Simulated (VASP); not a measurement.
# Re (P6_3/mmc) in VASP: further runs, part 2 of 2

VASP 6.6.1. The steps go on from the part before.

**3. Single point, PBEsol**

This run uses another cell than the first one, of 14.56 Å³/atom.

Input file INCAR:

```
  PREC = Accurate
  ENCUT = 520
  EDIFF = 1E-6
  ISMEAR = -1
  SIGMA = 0.1
  LREAL = F
  LASPH = T
  NELM = 60
  ALGO = Normal
  ISIF = 2
  LWAVE = F
  LCHARG = F
  GGA = PS
  NBANDS = 14
```

Input file KPOINTS:

```
Automatic mesh
0
Gamma
  20 20 12
```

Input file POSCAR:

```
Re
1.0
    2.7518561068      0.0000000000      0.0000000000
   -1.3759280534      2.3831772961      0.0000000000
    0.0000000000      0.0000000000      4.4397719340
Re
2
Direct
    0.3333333333      0.6666666667      0.2500000000
    0.6666666667      0.3333333333      0.7500000000
```

Potentials or basis: VASP PAW PBE potentials, release 64 (Re).

The run is started by

```bash
$ cat potpaw_PBE.64/Re/POTCAR > POTCAR
$ mpirun -np 1 vasp_std > vasp.out
```

OUTCAR:

```text
PREC = Accurate
   ENCUT = 520
   EDIFF = 1E-6
   ISMEAR = -1
   LREAL = F
   LASPH = T
   NELM = 60
   ISIF = 2
   GGA = PS

 ion  position               nearest neighbor table
   1  0.333  0.667  0.250-   2 2.73   2 2.73   2 2.73   2 2.73   2 2.73   2 2.73
   2  0.667  0.333  0.750-   1 2.73   1 2.73   1 2.73   1 2.73   1 2.73   1 2.73

  LATTYP: Found a hexagonal cell.
 ALAT       =     2.7518561068
 C/A-ratio  =     1.6133735783

  Lattice vectors:

 A1 = (   2.7518561068,   0.0000000000,   0.0000000000)
 A2 = (  -1.3759280534,   2.3831772961,   0.0000000000)
 A3 = (   0.0000000000,   0.0000000000,   4.4397719340)

Analysis of symmetry for initial positions (statically):
=====================================================================
 Subroutine PRICEL returns:
 Original cell was already a primitive cell.

 Routine SETGRP: Setting up the symmetry group for a
 hexagonal supercell.

 Subroutine GETGRP returns: Found 24 space group operations
 (whereof 12 operations were pure point group operations)
 out of a pool of 24 trial point group operations.

The static configuration has the point symmetry D_3d.
 The point group associated with its full space group is D_6h.

Analysis of symmetry for dynamics (positions and initial velocities):
=====================================================================
 Subroutine PRICEL returns:
 Original cell was already a primitive cell.

 Routine SETGRP: Setting up the symmetry group for a
 hexagonal supercell.

 Subroutine GETGRP returns: Found 24 space group operations
 (whereof 12 operations were pure point group operations)
 out of a pool of 24 trial point group operations.

The dynamic configuration has the point symmetry D_3d.
 The point group associated with its full space group is D_6h.

 Subroutine INISYM returns: Found 24 space group operations
 (whereof 12 operations are pure point group operations),
 and found     1 'primitive' translations

----------------------------------------------------------------------------------------

                                     Primitive cell

  volume of cell :      29.1167

  direct lattice vectors                    reciprocal lattice vectors
     2.751856107  0.000000000  0.000000000     0.363391094  0.209803946  0.000000000
    -1.375928053  2.383177296  0.000000000     0.000000000  0.419607891  0.000000000
     0.000000000  0.000000000  4.439771934     0.000000000  0.000000000  0.225236795

  length of vectors
     2.751856107  2.751856107  4.439771934     0.419607891  0.419607891  0.225236795

  position of ions in fractional coordinates (direct lattice)
     0.333333333  0.666666667  0.250000000
     0.666666667  0.333333333  0.750000000

  ion indices of the primitive-cell ions
   primitive index   ion index
                 1           1
                 2           2

----------------------------------------------------------------------------------------

 KPOINTS: Automatic mesh

Automatic generation of k-mesh.
 Grid dimensions read from file:
 generate k-points for:   20   20   12

 Generating k-lattice:

  Cartesian coordinates                     Fractional coordinates (reciprocal lattice)
[... 41 lines left out ...]
 [... further k-points ...]
   k-points           NKPTS =    308   k-points in BZ     NKDIM =    308   number of bands    NBANDS=     14
   number of dos      NEDOS =    301   number of ions     NIONS =      2
   total plane-waves  NPLWV =  14400
   dimension x,y,z NGX =    20 NGY =   20 NGZ =   36
   dimension x,y,z NGXF=    40 NGYF=   40 NGZF=   72
   ions per type =               2
   NGX,Y,Z   is equivalent  to a cutoff of  12.08, 12.08, 13.48 a.u.
   NGXF,Y,Z  is equivalent  to a cutoff of  24.16, 24.16, 26.96 a.u.
 SYSTEM =  unknown system
   PREC   = accura    normal or accurate (medium, high low for compatibility)
   ISTART =      0    job   : 0-new  1-cont  2-samecut
   ICHARG =      2    charge: 1-file 2-atom 10-const
   ISPIN  =      1    spin polarized calculation?
   LNONCOLLINEAR =      F non collinear calculations
   LSORBIT =      F    spin-orbit coupling
   LASPH  =      T    aspherical Exc in radial PAW
   ENCUT  =  520.0 eV  38.22 Ry    6.18 a.u.   5.12  5.12  8.26*2*pi/ulx,y,z
   NELM   =     60;   NELMIN=  2; NELMDL= -5     # of ELM steps
   EDIFF  = 0.1E-05   stopping-criterion for ELM
   LREAL  =      F    real-space projection
   EDIFFG = 0.1E-04   stopping-criterion for IOM
   NSW    =      0    number of steps for IOM
   IBRION =     -1    ionic relax: 0-MD 1-quasi-New 2-CG
   NFREE  =      0    steps in history (QN), initial steepest desc. (CG)
   ISIF   =      2    stress and relaxation
   ISYM   =      2    0-nonsym 1-usesym 2-fastsym
   POTIM  = 0.5000    time-step for ionic-motion
   TEBEG  =    0.0;   TEEND  =   0.0 temperature during run
   PSTRESS=    0.0 pullay stress
   NELECT =      14.0000    total number of electrons
   NUPDOWN=      -1.0000    fix difference up-down
   EMIN   =  10.00;   EMAX   =-10.00  energy-range for DOS
   EFERMI =   0.00;   METHOD = LEGACY
   ISMEAR =    -1;   SIGMA  =   0.10  broadening in eV -4-tet -1-fermi 0-gaus
   EFERMI_NEDOS =   21; number of points for ismear=-14 and -15
   IALGO  =     38    algorithm
   IMIX   =      4    mixing-type and parameters
     AMIX     =   0.40;   BMIX     =  1.00
     AMIX_MAG =   1.60;   BMIX_MAG =  1.00
  volume/ion in A,a.u.               =      14.56        98.24
  Fermi-wavevector in a.u.,A,eV,Ry     =   1.282537  2.423644 22.380242  1.644901
  Thomas-Fermi vector in A             =   2.414843
   LORBIT       =      0    0 simple, 1 ext, 2 COOP (PROOUT), +10 PAW based schemes
   GGA     = PS    functional components
   LHFCALC =     F    Hartree Fock is set to
   AEXX    =    0.0000 exact exchange contribution
   IVDW    =     0    specifies the selected vdW correction
   LEPSILON=     F    determine dielectric tensor
   LRPA    =     F    only Hartree local field effects (RPA)
 non-spin polarized calculation
  energy-cutoff  :      520.00
  volume of cell :       29.12
 maximum number of plane-waves:       794
   NGX = 11   NGY = 11   NGZ = 17

 number of electron      14.0000001 magnetization

 Free energy of the ion-electron system (eV)
  ---------------------------------------------------
  ext. energy  EPLUGINS =         0.00000000
  ---------------------------------------------------
  free energy    TOTEN  =       -26.76406501 eV

  energy without entropy =      -26.71071946  energy(sigma->0) =      -26.73739223

 E-fermi :   7.8486     XC(G=0): -13.8773

 val. band max:        7.8445598030   @ k =   0.4000   0.1000   0.3333
 cond. band min:       7.8486938015   @ k =   0.1000   0.0500   0.0833
 fundamental gap:      0.0041339986
 Fermi energy:         7.8486190272

 k-point     1 :       0.0000    0.0000    0.0000
  band No.  band energies     occupation
      1      -2.1226      2.00000
      2       1.1302      2.00000
      3       6.2334      2.00000
      4       6.2334      2.00000
      5       6.2516      2.00000
      6       7.0904      1.99898
      7       7.0904      1.99898
      8       8.0298      0.28079
      9       8.0298      0.28079
     10       8.4957      0.00309
     11      11.2707      0.00000
     12      11.2707      0.00000
     13      18.0013      0.00000
     14      22.0283      0.00000
[... 377 lines left out ...]
      1       1.0493      2.00000
      2       2.8011      2.00000
      3       3.7097      2.00000
      4       4.5646      2.00000
      5       6.0164      2.00000
      6       6.1825      2.00000
      7       7.1805      1.99749
      8       8.7954      0.00015
      9       9.7877      0.00000
     10      10.7025      0.00000
     11      11.9560      0.00000
     12      17.2802      0.00000
     13      18.2563      0.00000
     14      21.2413      0.00000

 [... further k-points ...]

------------------------ aborting loop because EDIFF is reached ----------------------------------------

  FORCE on cell =-STRESS in cart. coord.  units (eV):
  Direction    XX          YY          ZZ          XY          YZ          ZX
  --------------------------------------------------------------------------------------
  -------------------------------------------------------------------------------------
  Total        0.0125506      0.0125506     -0.0154441      0.0000000     -0.0000000      0.0000000
  in kB        0.6906066      0.6906066     -0.8498290      0.0000000     -0.0000000      0.0000000
  external PRESSURE =       0.1771281 kB  Pullay stress =       0.0000000 kB

 VOLUME and BASIS-vectors are now :
 -----------------------------------------------------------------------------
  energy-cutoff  :      520.00
  volume of cell :       29.12
      direct lattice vectors                 reciprocal lattice vectors
     2.751856107  0.000000000  0.000000000     0.363391094  0.209803946  0.000000000
    -1.375928053  2.383177296  0.000000000     0.000000000  0.419607891  0.000000000
     0.000000000  0.000000000  4.439771934     0.000000000  0.000000000  0.225236795

 POSITION                                       TOTAL-FORCE (eV/Angst)
 -----------------------------------------------------------------------------------
     -0.00000      1.58878      1.10994         0.000000      0.000000      0.000000
      1.37593      0.79439      3.32983        -0.000000      0.000000      0.000000
 -----------------------------------------------------------------------------------
    total drift:                               -0.000000      0.000000     -0.000000

  FREE ENERGIE OF THE ION-ELECTRON SYSTEM (eV)
  ---------------------------------------------------
  free  energy   TOTEN  =       -26.7640650083 eV

  energy  without entropy=      -26.7107194577  energy(sigma->0) =      -26.73739223
```

It took 2.4 min on 1 thread of Oxide Virtual Turin-like, shared host; peak memory 0.2 GiB.

What came out:

```
Free energy            : -26.7641 eV
Pressure               : 0.0 GPa
Band gap on the k mesh : zero (bands 7 and 8 overlap by 3.40 eV)
```

Levels at points of the mesh, in eV from the Fermi level:
| k point | band 3 | band 4 | band 5 | band 6 | band 7 | band 8 | band 9 | band 10 | band 11 | band 12 |
| --- | --- | --- | --- | --- | --- | --- | --- | --- | --- | --- |
| (0.00, 0.00, 0.00) | -1.62 | -1.62 | -1.60 | -0.76 | -0.76 | 0.18 | 0.18 | 0.65 | 3.42 | 3.42 |
| (0.50, 0.00, 0.00) | -5.33 | -1.98 | -1.75 | -1.38 | -0.60 | 4.03 | 4.46 | 4.58 | 6.17 | 7.17 |
| (0.00, 0.00, 0.50) | -2.41 | -2.41 | -1.75 | -1.75 | -1.75 | -1.75 | 2.60 | 2.60 | 2.60 | 2.60 |
| (0.50, 0.00, 0.50) | -4.16 | -4.16 | 0.39 | 0.39 | 0.95 | 0.95 | 4.35 | 4.35 | 4.86 | 4.86 |

Caveat: the PAW data sets were made with another functional, which shifts forces and pressure a little; spin-orbit coupling is left out, which moves the levels of the heavy elements.

**4. Single point, PBEsol**

This run uses another cell than the first one, of 14.52 Å³/atom.

Input file INCAR:

```
  PREC = Accurate
  ENCUT = 520
  EDIFF = 1E-6
  ISMEAR = -1
  SIGMA = 0.1
  LREAL = F
  LASPH = T
  NELM = 100
  ALGO = Normal
  ISIF = 2
  LWAVE = F
  LCHARG = T
  GGA = PS
  LELF = T
  LVHAR = T
  NBANDS = 14
```

KPOINTS is that of step 3.

Input file POSCAR:

```
Re
1.0
    2.7495512509      0.0000000000      0.0000000000
   -1.3747756255      2.3811812323      0.0000000000
    0.0000000000      0.0000000000      4.4360633953
Re
2
Direct
    0.3333333333      0.6666666667      0.2500000000
    0.6666666667      0.3333333333      0.7500000000
```

The run is started by

```bash
$ cat potpaw_PBE.64/Re/POTCAR > POTCAR
$ mpirun -np 1 vasp_std > vasp.out
```

It took 2.3 min on 1 thread of Oxide Virtual Turin-like, shared host; peak memory 0.19 GiB.

It converged, with:

| Item | Value |
| --- | --- |
| Free energy | -26.7638 eV |
| Pressure | 1.0 GPa |
| Band gap on the k mesh | zero (bands 7 and 8 overlap by 3.41 eV) |

Stress tensor (GPa, compression positive):
```
1.08 0.00 0.00
0.00 1.08 0.00
0.00 0.00 0.93
```

Levels at points of the mesh, in eV from the Fermi level:
| k point | band 4 | band 5 | band 6 | band 7 | band 8 | band 9 | band 10 | band 11 |
| --- | --- | --- | --- | --- | --- | --- | --- | --- |
| (0.00, 0.00, 0.00) | -1.62 | -1.60 | -0.76 | -0.76 | 0.18 | 0.18 | 0.65 | 3.43 |
| (0.50, 0.00, 0.00) | -1.99 | -1.75 | -1.39 | -0.60 | 4.05 | 4.48 | 4.60 | 6.19 |
| (0.00, 0.00, 0.50) | -2.42 | -1.76 | -1.76 | -1.76 | -1.76 | 2.61 | 2.61 | 2.61 |
| (0.50, 0.00, 0.50) | -4.17 | 0.39 | 0.39 | 0.95 | 0.95 | 4.37 | 4.37 | 4.88 |

Caveat: the PAW data sets were made with another functional, which shifts forces and pressure a little; spin-orbit coupling is left out, which moves the levels of the heavy elements.

**5. Relaxation of cell and atoms, PBEsol, target pressure 1 GPa, at which the enthalpy is minimised**

This run uses another cell than the first one, of 14.56 Å³/atom.

Input file INCAR:

```
  PREC = Accurate
  ENCUT = 600
  EDIFF = 1E-7
  ISMEAR = -1
  SIGMA = 0.1
  LREAL = False
  LASPH = True
  NELM = 80
  ALGO = Normal
  ISIF = 3
  LWAVE = False
  LCHARG = False
  GGA = PS
  IBRION = 2
  NSW = 100
  EDIFFG = -0.002
  PSTRESS = 10.0
```

Input file KPOINTS:

```
regular mesh
0
Gamma
  20 20 12
```

Input file POSCAR:

```
Re
1.0
    2.7518561068      0.0000000000      0.0000000000
   -1.3759280534      2.3831772961      0.0000000000
    0.0000000000      0.0000000000      4.4397719340
Re
2
Direct
    0.3333333333      0.6666666667      0.2500000000
    0.6666666667      0.3333333333      0.7500000000
```

The run is started by

```bash
$ cat potpaw_PBE.64/Re/POTCAR > POTCAR
$ mpirun -np 1 vasp_std > vasp.out
```

Wall time 10 min (1 thread of Oxide Virtual Turin-like, shared host); peak memory 0.22 GiB.

Results (log left out):

```yaml
Free_energy: -26.7654 eV
Relaxed_volume: 14.53 Å³/atom
Relaxed_cell: a = 2.750 Å, b = 2.750 Å, c = 4.436 Å, α = 90.00°, β = 90.00°, γ = 120.00°
Space_group_after_relaxing_to_0.1_Å: P6_3/mmc (No. 194)
Energy_change_on_relaxing_the_run_minimises_the_enthalpy: +0.1 meV/atom
Ionic_steps: 11
Pressure_after_relaxing: 1.0 GPa
Band_gap_on_the_k_mesh: zero (bands 7 and 8 overlap by 3.41 eV)
```

The path:
| step | energy change (eV) | largest force (eV/Å) | pressure (GPa) | volume (Å³) |
| --- | --- | --- | --- | --- |
| 1 | 0.0000 | 0.0000 | 0.14 | 29.12 |
| 2 | 0.0050 | 0.0000 | 4.80 | 28.79 |
| 3 | 0.0002 | 0.0000 | 1.02 | 29.05 |
| 4 | 0.0002 | 0.0000 | 1.01 | 29.06 |
| 5 | 0.0002 | 0.0000 | 0.99 | 29.06 |
| 6 | 0.0002 | 0.0000 | 0.97 | 29.06 |
| 7 | 0.0002 | 0.0000 | 0.97 | 29.06 |
| 8 | 0.0002 | 0.0000 | 0.97 | 29.06 |
| 9 | 0.0003 | 0.0000 | 1.08 | 29.05 |
| 10 | 0.0002 | 0.0000 | 1.02 | 29.05 |
| 11 | 0.0002 | 0.0000 | 1.01 | 29.06 |

Final structure:
```yaml
crystal:
  lattice:
    - [2.75018, 0.00000, 0.00000]
    - [-1.37509, 2.38173, 0.00000]
    - [0.00000, 0.00000, 4.43580]
  atoms:
    - { symbol: Re, position: [0.33333, 0.66667, 0.25000] }
    - { symbol: Re, position: [0.66667, 0.33333, 0.75000] }
```

Levels at points of the mesh, in eV from the Fermi level:
```csv
k point,band 3,band 4,band 5,band 6,band 7,band 8,band 9,band 10,band 11
"(0.00, 0.00, 0.00)",-1.62,-1.62,-1.60,-0.76,-0.76,0.18,0.18,0.66,3.43
"(0.50, 0.00, 0.00)",-5.35,-1.99,-1.75,-1.38,-0.60,4.05,4.48,4.60,6.18
"(0.00, 0.00, 0.50)",-2.41,-2.41,-1.76,-1.76,-1.76,-1.76,2.60,2.60,2.60
"(0.50, 0.00, 0.50)",-4.17,-4.17,0.39,0.39,0.95,0.95,4.37,4.37,4.88
```

Caveat: the cell is relaxed towards a set pressure, so the run minimises the enthalpy, not the energy; the PAW data sets were made with another functional, which shifts forces and pressure a little; spin-orbit coupling is left out, which moves the levels of the heavy elements.

**6. Overview**

| task | cell | cutoff (eV) | gap on the mesh (eV) | pressure (GPa) |
| --- | --- | --- | --- | --- |
| single point | a = 2.747, b = 2.747, c = 4.432 Å, angles 90.0, 90.0, 120.0°, 2 atoms | 520 | none | 2.1 |
| single point | a = 2.752, b = 2.752, c = 4.440 Å, angles 90.0, 90.0, 120.0°, 2 atoms | 520 | none | 0.0 |
| single point | a = 2.750, b = 2.750, c = 4.436 Å, angles 90.0, 90.0, 120.0°, 2 atoms | 520 | none | 1.0 |
| relaxation of cell and atoms | relaxed to 1 GPa from a = 2.752, b = 2.752, c = 4.440 Å, angles 90.0, 90.0, 120.0°, 2 atoms | 600 | none | 1.0 |

Alike in all rows: level PBEsol; potentials or basis VASP PAW PBE potentials, release 64 (Re); no spin polarisation; k mesh 20 × 20 × 12; smearing fermi-dirac 0.1 eV.

Caveats: the PAW data sets were made with another functional, which shifts forces and pressure a little; spin-orbit coupling is left out, which moves the levels of the heavy elements; the cell is relaxed towards a set pressure, so the run minimises the enthalpy, not the energy (at least some runs).

Absolute energies hang on the potentials; compare differences alone.
